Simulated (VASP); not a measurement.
# BeZn3Se4 (Pmm2) in VASP: a series of runs

The runs below take BeZn3Se4 through single point, relaxation of cell and atoms, with PBE.

All numbers are computed with VASP 6.6.1; they aren't measurements. Logs are shortened: lines on timing, memory, paths and dates and some standing lists are left out, and cuts for length are marked.

## 1. The cell of the first run

Symmetry: Pmm2, No. 25, orthorhombic system. Conventional cell: a = 3.872 Å, b = 7.745 Å, c = 5.476 Å, α = 90.00°, β = 90.00°, γ = 90.00°. Within 3.1 Å of Be (site symmetry mm2) lie 4 Se at 2.37 Å. Zn (site symmetry m) has 4 Se at 2.37 Å within 3.1 Å. Zn (site symmetry mm2) has 4 Se at 2.37 Å within 3.1 Å. Se (site symmetry m) has 3 Zn at 2.37 Å and 1 Be at 2.37 Å within 3.1 Å. Se (site symmetry mm2) has 2 Be at 2.37 Å and 2 Zn at 2.37 Å within 3.1 Å. Within 3.1 Å of Se (site symmetry mm2) lie 4 Zn at 2.37 Å.

## 2. Single point, PBE

Input file INCAR:

```
ALGO = Normal
EDIFF = 1E-7
ENCUT = 520
GGA = PE
ISIF = 2
ISMEAR = 0
LASPH = True
LCHARG = True
LELF = True
LREAL = False
LVHAR = True
LWAVE = False
NBANDS = 41
NELM = 100
PREC = Accurate
SIGMA = 0.1
```

Input file KPOINTS:

```
k-points
0
Gamma
  4 2 4
```

Input file POSCAR:

```
BeZn3Se4
1.0
    3.8724243600      0.0000000000      0.0000000000
    0.0000000000      7.7448487300      0.0000000000
    0.0000000000      0.0000000000      5.4764350500
Be Zn Se
1 3 4
Direct
    0.5000000000      0.0000000000      0.5000000000
    0.0000000000      0.7500000000      0.0000000000
    0.0000000000      0.2500000000      0.0000000000
    0.5000000000      0.5000000000      0.5000000000
    0.5000000000      0.7500000000      0.7500000000
    0.0000000000      0.0000000000      0.2500000000
    0.5000000000      0.2500000000      0.7500000000
    0.0000000000      0.5000000000      0.2500000000
```

Potentials or basis: VASP PAW PBE potentials, release 64 (Be, Zn, Se).

The run is started by

```bash
> cat potpaw_PBE.64/Be/POTCAR potpaw_PBE.64/Zn/POTCAR potpaw_PBE.64/Se/POTCAR > POTCAR
> mpirun -np 1 vasp_std > vasp.out
```

OUTCAR:

```text
EDIFF = 1E-7
   ENCUT = 520
   GGA = PE
   ISIF = 2
   ISMEAR = 0
   LASPH = True
   LREAL = False
   NELM = 100
   PREC = Accurate

 ion  position               nearest neighbor table
   1  0.500  0.000  0.500-   6 2.37   6 2.37   7 2.37   5 2.37
   2  0.000  0.750  0.000-   5 2.37   5 2.37   8 2.37   6 2.37
   3  0.000  0.250  0.000-   7 2.37   7 2.37   8 2.37   6 2.37
   4  0.500  0.500  0.500-   8 2.37   8 2.37   5 2.37   7 2.37
   5  0.500  0.750  0.750-   2 2.37   2 2.37   4 2.37   1 2.37
   6  0.000  0.000  0.250-   1 2.37   1 2.37   3 2.37   2 2.37
   7  0.500  0.250  0.750-   3 2.37   3 2.37   4 2.37   1 2.37
   8  0.000  0.500  0.250-   4 2.37   4 2.37   2 2.37   3 2.37

  LATTYP: Found a simple orthorhombic cell.
 ALAT       =     3.8724243600
 B/A-ratio  =     1.4142135626
 C/A-ratio  =     2.0000000026

  Lattice vectors:

 A1 = (  -3.8724243600,   0.0000000000,   0.0000000000)
 A2 = (   0.0000000000,   0.0000000000,   5.4764350500)
 A3 = (   0.0000000000,   7.7448487300,   0.0000000000)

Analysis of symmetry for initial positions (statically):
=====================================================================
 Subroutine PRICEL returns:
 Original cell was already a primitive cell.

 Routine SETGRP: Setting up the symmetry group for a
 simple orthorhombic supercell.

 Subroutine GETGRP returns: Found  4 space group operations
 (whereof  4 operations were pure point group operations)
 out of a pool of  8 trial point group operations.

The static configuration has the point symmetry C_2v.

Analysis of symmetry for dynamics (positions and initial velocities):
=====================================================================
 Subroutine PRICEL returns:
 Original cell was already a primitive cell.

 Routine SETGRP: Setting up the symmetry group for a
 simple orthorhombic supercell.

 Subroutine GETGRP returns: Found  4 space group operations
 (whereof  4 operations were pure point group operations)
 out of a pool of  8 trial point group operations.

The dynamic configuration has the point symmetry C_2v.

 Subroutine INISYM returns: Found  4 space group operations
 (whereof  4 operations are pure point group operations),
 and found     1 'primitive' translations

----------------------------------------------------------------------------------------

                                     Primitive cell

  volume of cell :     164.2456

  direct lattice vectors                    reciprocal lattice vectors
     3.872424360  0.000000000  0.000000000     0.258236161  0.000000000  0.000000000
     0.000000000  7.744848730  0.000000000     0.000000000  0.129118080  0.000000000
     0.000000000  0.000000000  5.476435050     0.000000000  0.000000000  0.182600540

  length of vectors
     3.872424360  7.744848730  5.476435050     0.258236161  0.129118080  0.182600540

  position of ions in fractional coordinates (direct lattice)
     0.500000000  0.000000000  0.500000000
     0.000000000  0.750000000  0.000000000
     0.000000000  0.250000000  0.000000000
     0.500000000  0.500000000  0.500000000
     0.500000000  0.750000000  0.750000000
     0.000000000  0.000000000  0.250000000
     0.500000000  0.250000000  0.750000000
     0.000000000  0.500000000  0.250000000

  ion indices of the primitive-cell ions
   primitive index   ion index
                 1           1
                 2           2
                 3           3
                 4           4
                 5           5
                 6           6
                 7           7
                 8           8

----------------------------------------------------------------------------------------

 KPOINTS: k-points

Automatic generation of k-mesh.
 Grid dimensions read from file:
 generate k-points for:    4    2    4

 Generating k-lattice:

  Cartesian coordinates                     Fractional coordinates (reciprocal lattice)
     0.064559040  0.000000000  0.000000000     0.250000000  0.000000000  0.000000000
     0.000000000  0.064559040  0.000000000     0.000000000  0.500000000  0.000000000
[... 47 lines left out ...]
 NGX is ok and might be reduce to    30
   NGX = 15   NGY = 29   NGZ = 21

 number of electron      61.9999909 magnetization

 Free energy of the ion-electron system (eV)
  ---------------------------------------------------
  ext. energy  EPLUGINS =         0.00000000
  ---------------------------------------------------
  free energy    TOTEN  =       -26.10973012 eV

  energy without entropy =      -26.10973012  energy(sigma->0) =      -26.10973012

 E-fermi :   2.8663     XC(G=0):  -9.5182

 val. band max:        2.3997985339   @ k =   0.0000   0.0000   0.0000
 cond. band min:       4.4135060425   @ k =   0.0000   0.0000   0.0000
 fundamental gap:      2.0137075086
 Fermi energy:         2.8662745752

 k-point     1 :       0.0000    0.0000    0.0000
  band No.  band energies     occupation
      1     -11.3274      2.00000
      2     -10.3928      2.00000
      3     -10.3650      2.00000
      4      -9.9963      2.00000
      5      -4.4436      2.00000
      6      -4.4303      2.00000
[... 33 lines left out ...]
     40       9.0874      0.00000
     41       9.0910      0.00000

 k-point     2 :       0.2500    0.0000    0.0000
  band No.  band energies     occupation
      1     -11.0218      2.00000
      2     -10.2184      2.00000
      3     -10.2143      2.00000
      4     -10.0028      2.00000
      5      -4.4412      2.00000
      6      -4.3896      2.00000
[... 33 lines left out ...]
     40       8.3165      0.00000
     41       8.8929      0.00000

 k-point     3 :       0.5000    0.0000    0.0000
  band No.  band energies     occupation
      1     -10.4274      2.00000
      2     -10.3620      2.00000
      3     -10.0174      2.00000
      4      -9.9780      2.00000
      5      -4.4290      2.00000
      6      -4.3893      2.00000
[... 611 lines left out ...]
      2     -10.3966      2.00000
      3     -10.3684      2.00000
      4     -10.2297      2.00000
      5      -4.3509      2.00000
      6      -4.3466      2.00000
[... 33 lines left out ...]
     40       9.2197      0.00000
     41       9.2593      0.00000

 k-point    18 :       0.5000    0.5000    0.5000
  band No.  band energies     occupation
      1     -10.3160      2.00000
      2     -10.1991      2.00000
      3     -10.1607      2.00000
      4     -10.0625      2.00000
      5      -4.3557      2.00000
      6      -4.3206      2.00000
[... 33 lines left out ...]
     40       9.5081      0.00000
     41       9.7299      0.00000

------------------------ aborting loop because EDIFF is reached ----------------------------------------

  FORCE on cell =-STRESS in cart. coord.  units (eV):
  Direction    XX          YY          ZZ          XY          YZ          ZX
  --------------------------------------------------------------------------------------
  -------------------------------------------------------------------------------------
  Total        6.4169803      6.3914488      5.8739491      0.0000000      0.0000000      0.0000000
  in kB       62.5961271     62.3470732     57.2989856      0.0000000      0.0000000      0.0000000
  external PRESSURE =      60.7473953 kB  Pullay stress =       0.0000000 kB

 VOLUME and BASIS-vectors are now :
 -----------------------------------------------------------------------------
  energy-cutoff  :      520.00
  volume of cell :      164.25
      direct lattice vectors                 reciprocal lattice vectors
     3.872424360  0.000000000  0.000000000     0.258236161  0.000000000  0.000000000
     0.000000000  7.744848730  0.000000000     0.000000000  0.129118080  0.000000000
     0.000000000  0.000000000  5.476435050     0.000000000  0.000000000  0.182600540

 POSITION                                       TOTAL-FORCE (eV/Angst)
 -----------------------------------------------------------------------------------
      1.93621      0.00000      2.73822         0.000000     -0.000000      0.034907
      0.00000      5.80864      0.00000        -0.000000      0.023323     -0.000269
      0.00000      1.93621      0.00000        -0.000000     -0.023323     -0.000269
      1.93621      3.87242      2.73822         0.000000     -0.000000     -0.025141
      1.93621      5.80864      4.10733         0.000000      1.241197     -0.875757
      0.00000      0.00000      1.36911         0.000000     -0.000000      1.776934
      1.93621      1.93621      4.10733         0.000000     -1.241197     -0.875757
      0.00000      3.87242      1.36911         0.000000     -0.000000     -0.034648
 -----------------------------------------------------------------------------------
    total drift:                                0.000000      0.000000     -0.000023

  FREE ENERGIE OF THE ION-ELECTRON SYSTEM (eV)
  ---------------------------------------------------
  free  energy   TOTEN  =       -26.1097301165 eV

  energy  without entropy=      -26.1097301165  energy(sigma->0) =      -26.10973012
```

Run time: 84 s. Hardware: 1 thread of Intel Xeon 6975P-C (Granite Rapids), shared host; peak memory 0.31 GiB.

What came out:

```yaml
Free_energy: -26.1097 eV
Pressure: 6.1 GPa
Largest_force: 1.777 eV/Å
Band_gap_on_the_k_mesh: 2.01 eV
```

Forces in eV/Å, atoms in the order of the input:
```
Be   0.000  0.000  0.035
Zn   0.000  0.023  0.000
Zn   0.000 -0.023  0.000
Zn   0.000  0.000 -0.025
Se   0.000  1.241 -0.876
Se   0.000  0.000  1.777
Se   0.000 -1.241 -0.876
Se   0.000  0.000 -0.035
```

Stress tensor (GPa, compression positive):
```
6.26 0.00 0.00
0.00 6.23 0.00
0.00 0.00 5.73
```

Levels at points of the mesh, in eV from the valence-band top:
```
           k point  band 29  band 30  band 31  band 32  band 33  band 34
(0.00, 0.00, 0.00)    -0.03    -0.02     0.00     2.01     2.71     3.57
(0.50, 0.00, 0.00)    -2.41    -1.15    -0.97     2.72     2.73     3.49
(0.00, 0.50, 0.00)    -0.97    -0.38    -0.12     3.41     3.60     3.61
(0.50, 0.50, 0.00)    -2.18    -2.16    -2.13     3.78     3.96     4.13
(0.00, 0.00, 0.50)    -1.05    -0.91    -0.91     2.82     2.98     3.53
(0.50, 0.00, 0.50)    -1.08    -0.95    -0.91     2.82     3.01     5.41
(0.00, 0.50, 0.50)    -1.16    -1.15    -1.14     3.73     3.76     3.80
(0.50, 0.50, 0.50)    -1.67    -1.65    -1.62     4.42     4.53     4.67
```

Caveat: the cell stands under pressure; forces of over 1 eV/Å act on the atoms, so gaps and moduli don't describe the material at rest.

## 3. Single point, PBE

This run uses another cell than the first one, of 21.84 Å³/atom.

Input file INCAR:

```
SYSTEM = BeZn3Se4
ALGO = Normal
EDIFF = 1E-7
ENCUT = 520
GGA = PE
ISIF = 2
ISMEAR = 0
LASPH = .True.
LCHARG = .True.
LELF = .True.
LREAL = .False.
LVHAR = .True.
LWAVE = .False.
NBANDS = 41
NELM = 60
PREC = Accurate
SIGMA = 0.1
```

Input file KPOINTS:

```
k-points
0
Gamma
  4 2 4
  0 0 0
```

Input file POSCAR:

```
BeZn3Se4
1.0
    3.9489393797      0.0000000000      0.0000000000
    0.0000000000      7.9388084867      0.0000000000
    0.0000000000      0.0000000000      5.5724764923
Be Zn Se
1 3 4
Direct
    0.5000000000      0.0000000000      0.5060430716
    0.0000000000      0.7617031213      0.0000456160
    0.0000000000      0.2382968787      0.0000456160
    0.5000000000      0.5000000000      0.4989874386
    0.5000000000      0.7662518153      0.7353669976
    0.0000000000      0.0000000000      0.2873449203
    0.5000000000      0.2337481847      0.7353669976
    0.0000000000      0.5000000000      0.2367993423
```

Potentials or basis: VASP PAW PBE potentials, release 64 (Be, Zn, Se).

The run is started by

```bash
> cat potpaw_PBE.64/Be/POTCAR potpaw_PBE.64/Zn/POTCAR potpaw_PBE.64/Se/POTCAR > POTCAR
> mpirun -np 1 vasp_std > vasp.out
```

Run time: 1.8 min. Hardware: 1 thread of Intel Xeon 6975P-C (Granite Rapids), shared host; peak memory 0.32 GiB.

Results (log left out):

- Free energy: -26.7289 eV
- Pressure: 0.4 GPa
- Largest force: 0.046 eV/Å
- Band gap on the k mesh: 1.65 eV

Forces on the atoms (eV/Å):
```
Be   0.000  0.000 -0.044
Zn   0.000  0.032  0.034
Zn   0.000 -0.032  0.034
Zn   0.000  0.000 -0.031
Se   0.000  0.027 -0.010
Se   0.000  0.000  0.010
Se   0.000 -0.027 -0.010
Se   0.000  0.000  0.018
```

Stress tensor (GPa, compression positive):
```
0.54 0.00 0.00
0.00 0.28 0.00
0.00 0.00 0.37
```

Levels at points of the mesh, in eV from the valence-band top:
```csv
k point,band 29,band 30,band 31,band 32,band 33,band 34
"(0.00, 0.00, 0.00)",-0.13,-0.08,0.00,1.65,2.73,3.47
"(0.50, 0.00, 0.00)",-2.08,-1.21,-0.84,2.85,2.93,3.21
"(0.00, 0.50, 0.00)",-0.96,-0.35,-0.10,3.27,3.31,3.39
"(0.50, 0.50, 0.00)",-1.95,-1.81,-1.75,3.83,3.86,4.11
"(0.00, 0.00, 0.50)",-0.84,-0.82,-0.73,2.64,2.74,3.64
"(0.50, 0.00, 0.50)",-0.95,-0.85,-0.73,2.52,2.73,5.51
"(0.00, 0.50, 0.50)",-0.98,-0.90,-0.89,3.42,3.53,3.64
"(0.50, 0.50, 0.50)",-1.50,-1.49,-1.44,4.00,4.09,4.29
```

## 4. Relaxation of cell and atoms, PBE

Input file INCAR:

```
SYSTEM = BeZn3Se4
ALGO = Normal
EDIFF = 1E-6
EDIFFG = -0.04
ENCUT = 600
GGA = PE
IBRION = 2
ISIF = 3
ISMEAR = 0
LASPH = .TRUE.
LCHARG = .FALSE.
LREAL = .FALSE.
LWAVE = .FALSE.
NELM = 80
NSW = 90
PREC = Accurate
SIGMA = 0.1
```

Input file KPOINTS:

```
k-points
0
G
  4 2 4
  0 0 0
```

Input file POSCAR:

```
BeZn3Se4
1.0
    3.8724243600      0.0000000000      0.0000000000
    0.0000000000      7.7448487300      0.0000000000
    0.0000000000      0.0000000000      5.4764350500
Be Zn Se
1 3 4
Direct
    0.5000000000      0.0000000000      0.5000000000
    0.0000000000      0.7500000000      0.0000000000
    0.0000000000      0.2500000000      0.0000000000
    0.5000000000      0.5000000000      0.5000000000
    0.5000000000      0.7500000000      0.7500000000
    0.0000000000      0.0000000000      0.2500000000
    0.5000000000      0.2500000000      0.7500000000
    0.0000000000      0.5000000000      0.2500000000
```

The run is started by

```bash
> cat potpaw_PBE.64/Be/POTCAR potpaw_PBE.64/Zn/POTCAR potpaw_PBE.64/Se/POTCAR > POTCAR
> mpirun -np 1 vasp_std > vasp.out
```

Run time: 13 min. Hardware: 1 thread of Intel Xeon 6975P-C (Granite Rapids), shared host; peak memory 0.4 GiB.

The run converged. Its results:

| Property | Result |
| --- | --- |
| Free energy | -26.7289 eV |
| Relaxed volume | 21.96 Å³/atom |
| Relaxed cell | a = 3.962 Å, b = 7.944 Å, c = 5.582 Å, α = 90.00°, β = 90.00°, γ = 90.00° |
| Space group after relaxing (to 0.1 Å) | Pmm2 (No. 25) |
| Energy gained by relaxing | 77.5 meV/atom |
| Ionic steps | 15 |
| Pressure after relaxing | 0.0 GPa |
| Largest force after relaxing | 0.016 eV/Å |
| Band gap on the k mesh | 1.64 eV |

Forces on the atoms (eV/Å):
```
Be   0.000  0.000 -0.001
Zn   0.000  0.000 -0.014
Zn   0.000  0.000 -0.014
Zn   0.000  0.000  0.004
Se   0.000 -0.001 -0.001
Se   0.000  0.000  0.016
Se   0.000  0.001 -0.001
Se   0.000  0.000  0.011
```

The path:
| step | energy change (eV) | largest force (eV/Å) | pressure (GPa) | volume (Å³) |
| --- | --- | --- | --- | --- |
| 1 | 0.0000 | 1.7771 | 6.05 | 164.25 |
| 2 | -0.4470 | 0.6483 | -2.04 | 183.36 |
| 3 | -0.4529 | 0.7516 | -1.31 | 181.10 |
| 4 | -0.5448 | 0.4392 | -0.68 | 178.55 |
| 5 | -0.5890 | 0.3397 | 0.25 | 175.33 |
| 6 | -0.6044 | 0.2247 | 0.00 | 175.85 |
| 7 | -0.6124 | 0.0959 | -0.31 | 176.58 |
| 8 | -0.6160 | 0.1056 | 0.21 | 175.06 |
| 9 | -0.6161 | 0.1038 | 0.16 | 175.20 |
| 10 | -0.6177 | 0.0757 | 0.05 | 175.61 |
| 11 | -0.6182 | 0.1007 | -0.12 | 176.17 |
| 12 | -0.6191 | 0.0709 | -0.05 | 175.97 |
| 13 | -0.6193 | 0.0561 | -0.03 | 175.88 |
| 14 | -0.6193 | 0.0517 | -0.03 | 175.85 |
| 15 | -0.6197 | 0.0160 | 0.03 | 175.70 |

Final structure:
```yaml
crystal:
  lattice:
    - [3.96244, 0.00000, 0.00000]
    - [0.00000, 7.94398, 0.00000]
    - [0.00000, 0.00000, 5.58188]
  atoms:
    - { symbol: Be, position: [0.50000, 0.00000, 0.50537] }
    - { symbol: Zn, position: [0.00000, 0.76255, 0.00071] }
    - { symbol: Zn, position: [0.00000, 0.23745, 0.00071] }
    - { symbol: Zn, position: [0.50000, 0.50000, 0.49775] }
    - { symbol: Se, position: [0.50000, 0.76665, 0.73550] }
    - { symbol: Se, position: [0.00000, 0.00000, 0.28779] }
    - { symbol: Se, position: [0.50000, 0.23335, 0.73550] }
    - { symbol: Se, position: [0.00000, 0.50000, 0.23668] }
```

Levels at points of the mesh, in eV from the valence-band top:
| k point | band 29 | band 30 | band 31 | band 32 | band 33 | band 34 |
| --- | --- | --- | --- | --- | --- | --- |
| (0.00, 0.00, 0.00) | -0.12 | -0.06 | 0.00 | 1.64 | 2.75 | 3.46 |
| (0.50, 0.00, 0.00) | -2.05 | -1.17 | -0.83 | 2.89 | 2.94 | 3.22 |
| (0.00, 0.50, 0.00) | -0.94 | -0.34 | -0.09 | 3.24 | 3.29 | 3.36 |
| (0.50, 0.50, 0.00) | -1.91 | -1.79 | -1.74 | 3.83 | 3.87 | 4.11 |
| (0.00, 0.00, 0.50) | -0.84 | -0.80 | -0.71 | 2.63 | 2.73 | 3.64 |
| (0.50, 0.00, 0.50) | -0.93 | -0.83 | -0.72 | 2.52 | 2.74 | 5.53 |
| (0.00, 0.50, 0.50) | -0.96 | -0.89 | -0.87 | 3.40 | 3.51 | 3.63 |
| (0.50, 0.50, 0.50) | -1.48 | -1.46 | -1.42 | 3.99 | 4.09 | 4.29 |

## 5. Summary

| task | cell | cutoff (eV) | gap on the mesh (eV) | pressure (GPa) | largest force (eV/Å) |
| --- | --- | --- | --- | --- | --- |
| single point | a = 3.872, b = 7.745, c = 5.476 Å, 8 atoms, atomic positions A | 520 | 2.01 | 6.1 | 1.78 |
| single point | a = 3.949, b = 7.939, c = 5.572 Å, 8 atoms, atomic positions B | 520 | 1.65 | 0.4 | 0.05 |
| relaxation of cell and atoms | relaxed from a = 3.872, b = 7.745, c = 5.476 Å, 8 atoms, atomic positions A | 600 | 1.64 | 0.0 | 0.02 |

Alike in all rows: level PBE; potentials or basis VASP PAW PBE potentials, release 64 (Be, Zn, Se); no spin polarisation; k mesh 4 × 2 × 4; smearing gaussian 0.1 eV.

Caveats: the cell stands under pressure (at least some runs); forces of over 1 eV/Å act on the atoms, so gaps and moduli don't describe the material at rest (at least some runs).

Absolute energies hang on the potentials; compare differences alone.
